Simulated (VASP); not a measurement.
# Ti5Si10H in VASP: single point with PBE+D3(BJ)

Aim: the single point of Ti5Si10H with PBE+D3(BJ).

Program: VASP 6.6.1. These are calculated values, not measurements. Logs are shortened: lines on timing, memory, paths and dates and some standing lists are left out, and cuts for length are marked.

### 1 The cell of the first run

The cell holds a slab with vacuum, 16 atoms: a = 4.704 Å, b = 4.704 Å, c = 27.461 Å, α = 90.00°, β = 90.00°, γ = 119.56°.

### 2 Single point, PBE+D3(BJ)

File INCAR:

```
PREC = Accurate
ENCUT = 520
EDIFF = 1E-6
ISMEAR = 0
SIGMA = 0.1
LREAL = Auto
LASPH = T
NELM = 60
ALGO = Normal
ISIF = 2
LWAVE = F
LCHARG = F
LDIPOL = T
IDIPOL = 3
DIPOL = 0.5 0.5 0.477
GGA = PE
IVDW = 12
NBANDS = 64
```

File KPOINTS:

```
regular mesh
0
Gamma
  7 7 1
```

File POSCAR:

```
Ti5Si10H
1.0
    4.7035829134      0.0000000000      0.0000000000
   -2.3206826702      4.0912252649      0.0000000000
    0.0000000000      0.0000000000     27.4614611160
Ti Si H
5 10 1
Direct
    0.5000000000      0.0000000000      0.3095246813
    0.0000000000      0.0000000000      0.3865550065
   -0.0017757583      0.4950292779      0.4641182897
    0.4951112519      0.4991609145      0.5420509054
    0.4869919466     -0.0030224593      0.6191107012
    0.1634549967      0.3365450033      0.3095246813
    0.8365450033      0.6634549967      0.3095246813
    0.3365450033      0.6634549967      0.3865550065
    0.6634549967      0.3365450033      0.3865550065
    0.6646165201      0.8361115017      0.4647303228
    0.3397656054      0.1638647064      0.4639747610
    0.8387965837      0.1655450440      0.5431288016
    0.1682981397      0.8401407223      0.5397159651
    0.1215729530      0.3214882628      0.6257218598
    0.8664389894      0.6887478639      0.6153254305
    0.8055386430      0.1507827042      0.6673236293
```

Potentials or basis: VASP PAW PBE potentials, release 64 (Ti_sv, Si, H).

Launch:

```
$ cat potpaw_PBE.64/Ti_sv/POTCAR potpaw_PBE.64/Si/POTCAR potpaw_PBE.64/H/POTCAR > POTCAR
$ mpirun -np 1 vasp_std > vasp.out
```

OUTCAR:

```text
PREC = Accurate
   ENCUT = 520
   EDIFF = 1E-6
   ISMEAR = 0
   LREAL = Auto
   LASPH = T
   NELM = 60
   ISIF = 2
   GGA = PE
   IVDW = 12
 IVDW          = 12

 ion  position               nearest neighbor table
   1  0.500  0.000  0.310-   8 2.52   9 2.52   6 2.71   7 2.71   6 2.71   7 2.71   6 2.74   7 2.74

   2  0.000  0.000  0.387-   6 2.52   7 2.52  11 2.54  10 2.55   9 2.71   8 2.71   9 2.71   8 2.71
                             8 2.74   9 2.74
   3  0.998  0.495  0.464-  13 2.51   9 2.53   8 2.54  12 2.55  11 2.69  10 2.70  10 2.73  11 2.73
                            11 2.74  10 2.74
   4  0.495  0.499  0.542-  15 2.52  10 2.53  11 2.55  12 2.69  13 2.70  13 2.72  12 2.73  12 2.75
                            13 2.76  14 2.76
   5  0.487  0.997  0.619-  16 1.86  12 2.53  13 2.54  15 2.54  14 2.60  14 2.77  15 2.80  14 2.81
                            15 2.84
   6  0.163  0.337  0.310-   8 2.50   2 2.52   7 2.66   1 2.71   1 2.71   1 2.74   7 2.75   7 2.75
[... 4 lines left out ...]
                             9 2.75   9 2.75
   9  0.663  0.337  0.387-   7 2.50  11 2.51   1 2.52   3 2.53   8 2.66   2 2.71   2 2.71   2 2.74
                             8 2.75   8 2.75
  10  0.665  0.836  0.465-   4 2.53   8 2.53  12 2.54   2 2.55  11 2.65   3 2.70   3 2.73   3 2.74
                            11 2.75  11 2.76  13 3.12  13 3.13
  11  0.340  0.164  0.464-  13 2.47   9 2.51   2 2.54   4 2.55  10 2.65   3 2.69   3 2.73   3 2.74
                            10 2.75  10 2.76
  12  0.839  0.166  0.543-   5 2.53  10 2.54  14 2.55   3 2.55  13 2.66   4 2.69   4 2.73  13 2.74
                             4 2.75  13 2.76  15 3.04  15 3.11
  13  0.168  0.840  0.540-  15 2.42  11 2.47   3 2.51   5 2.54  12 2.66   4 2.70   4 2.72  12 2.74
                             4 2.76  12 2.76  10 3.12  10 3.13
  14  0.122  0.321  0.626-  16 1.73  12 2.55  15 2.56   5 2.60  15 2.62   4 2.76   5 2.77   5 2.81
                            15 3.06
  15  0.866  0.689  0.615-  13 2.42   4 2.52   5 2.54  14 2.56  14 2.62   5 2.80   5 2.84  12 3.04
                            14 3.06  12 3.11
  16  0.806  0.151  0.667-  14 1.73   5 1.86

  LATTYP: Found a base centered orthorhombic cell.
 ALAT       =     4.7345895004
 B/A-ratio  =     1.7169100034
 C/A-ratio  =     5.8001778430

  Lattice vectors:

 A1 = (   4.7035829134,   0.0000000000,   0.0000000000)
 A2 = (  -2.3206826702,   4.0912252649,   0.0000000000)
 A3 = (   0.0000000000,   0.0000000000,  27.4614611160)

Analysis of symmetry for initial positions (statically):
=====================================================================
 Subroutine PRICEL returns:
 Original cell was already a primitive cell.

 Routine SETGRP: Setting up the symmetry group for a
 base centered orthorhombic supercell.
[... 162 lines left out ...]
   EFERMI_NEDOS =   21; number of points for ismear=-14 and -15
   IALGO  =     38    algorithm
   IMIX   =      4    mixing-type and parameters
     AMIX     =   0.40;   BMIX     =  1.00
     AMIX_MAG =   1.60;   BMIX_MAG =  1.00
  volume/ion in A,a.u.               =      33.03       222.89
  Fermi-wavevector in a.u.,A,eV,Ry     =   0.943004  1.782018 12.099059  0.889256
  Thomas-Fermi vector in A             =   2.070668
   LORBIT       =      0    0 simple, 1 ext, 2 COOP (PROOUT), +10 PAW based schemes
   GGA     = PE    functional components
   LHFCALC =     F    Hartree Fock is set to
   AEXX    =    0.0000 exact exchange contribution
   IVDW    =    12    specifies the selected vdW correction
   LEPSILON=     F    determine dielectric tensor
   LRPA    =     F    only Hartree local field effects (RPA)
 non-spin polarized calculation
 Gauss-broadening in eV      SIGMA  =   0.10
  energy-cutoff  :      520.00
  volume of cell :      528.45
 maximum number of plane-waves:     14249
   NGX = 17   NGY = 17   NGZ =103

 dipolmoment           0.000000      0.000000     -0.030148 electrons x Angstroem

 number of electron     101.0000008 magnetization

 dipolmoment           0.000000      0.000000      0.065642 electrons x Angstroem

 Free energy of the ion-electron system (eV)
  ---------------------------------------------------
  ext. energy  EPLUGINS =         0.00000000
  ---------------------------------------------------
  free energy    TOTEN  =      -100.36153445 eV

  energy without entropy =     -100.32679578  energy(sigma->0) =     -100.34416511

 E-fermi :   1.7167     XC(G=0):  -5.3804

 val. band max:        1.7050536700   @ k =  -0.2857   0.2857   0.0000
 cond. band min:       1.7220542083   @ k =  -0.4286   0.1429   0.0000
 fundamental gap:      0.0170005383
 Fermi energy:         1.7167256599

 k-point     1 :       0.0000    0.0000    0.0000
  band No.  band energies     occupation
      1     -55.1782      2.00000
      2     -54.9344      2.00000
      3     -54.6363      2.00000
      4     -54.6174      2.00000
      5     -54.5570      2.00000
      6     -31.6333      2.00000
[... 1549 lines left out ...]
     61       4.1557      0.00000
     62       4.2847      0.00000

 [... further k-points ...]

 [bands above 62 left out]

------------------------ aborting loop because EDIFF is reached ----------------------------------------

 vacuum level on the upper side and lower side of the slab       (xc-potential included)         0.172        -0.418

 Edisp (eV)   -6.59764

 E8    (eV) :    -2.9482

  FORCE on cell =-STRESS in cart. coord.  units (eV):
  Direction    XX          YY          ZZ          XY          YZ          ZX
  --------------------------------------------------------------------------------------
  -------------------------------------------------------------------------------------
  Total      -6.82495    -6.89628     1.23412     1.04338     0.03380    -0.03440
  in kB     -20.69207   -20.90835     3.74164     3.16334     0.10249    -0.10431
  external pressure =      -12.62 kB  Pullay stress =        0.00 kB

 VOLUME and BASIS-vectors are now :
 -----------------------------------------------------------------------------
  energy-cutoff  :      520.00
  volume of cell :      528.45
      direct lattice vectors                 reciprocal lattice vectors
     4.703582913  0.000000000  0.000000000     0.212603885  0.120596183  0.000000000
    -2.320682670  4.091225265  0.000000000     0.000000000  0.244425554  0.000000000
     0.000000000  0.000000000 27.461461116     0.000000000  0.000000000  0.036414668

 POSITION                                       TOTAL-FORCE (eV/Angst)
 -----------------------------------------------------------------------------------
      2.35179      0.00000      8.50000         0.002099     -0.002122     -0.358502
      0.00000      0.00000     10.61537        -0.052963      0.011021      0.282220
      3.54642      2.02528     12.74537         0.007008     -0.009607     -0.005877
      1.17040      2.04218     14.88551        -0.001630      0.002673      0.007797
     -0.02306      4.07886     17.00168        -0.009669     -0.011551     -0.003108
     -0.01219      1.37688      8.50000        -0.011003      0.206411     -0.134569
[... 8 lines left out ...]
      2.47700      2.81782     16.89774        -0.010791      0.010700      0.002881
      3.43900      0.61689     18.32568         0.009884      0.006695     -0.005489
 -----------------------------------------------------------------------------------
    total drift:                               -0.004975     -0.011482      0.002606

  FREE ENERGIE OF THE ION-ELECTRON SYSTEM (eV)
  ---------------------------------------------------
  free  energy   TOTEN  =      -106.9591789243 eV

  energy  without entropy=     -106.9244402520  energy(sigma->0) =     -106.94180959

 vacuum level on the upper side and lower side of the slab         6.050         5.452
```

Wall time 26 min (1 thread of Intel Xeon 6975P-C (Granite Rapids), shared host); peak memory 0.88 GiB.

Results:

- Free energy: -106.9592 eV
- Largest force: 0.359 eV/Å
- Band gap on the k mesh: zero (an odd number of electrons rules out a gap without spin polarisation)
- Dispersion energy per atom: -0.412 eV

Forces on the atoms (eV/Å):
```
Ti   0.002 -0.002 -0.359
Ti  -0.053  0.011  0.282
Ti   0.007 -0.010 -0.006
Ti  -0.002  0.003  0.008
Ti  -0.010 -0.012 -0.003
Si  -0.011  0.206 -0.135
Si   0.018 -0.218 -0.144
Si   0.059 -0.074  0.223
Si  -0.016  0.076  0.127
Si   0.002  0.004  0.004
Si  -0.004  0.000  0.001
Si   0.003  0.001  0.005
Si   0.008  0.003 -0.008
Si  -0.004 -0.008  0.007
Si  -0.011  0.011  0.003
H    0.010  0.007 -0.005
```
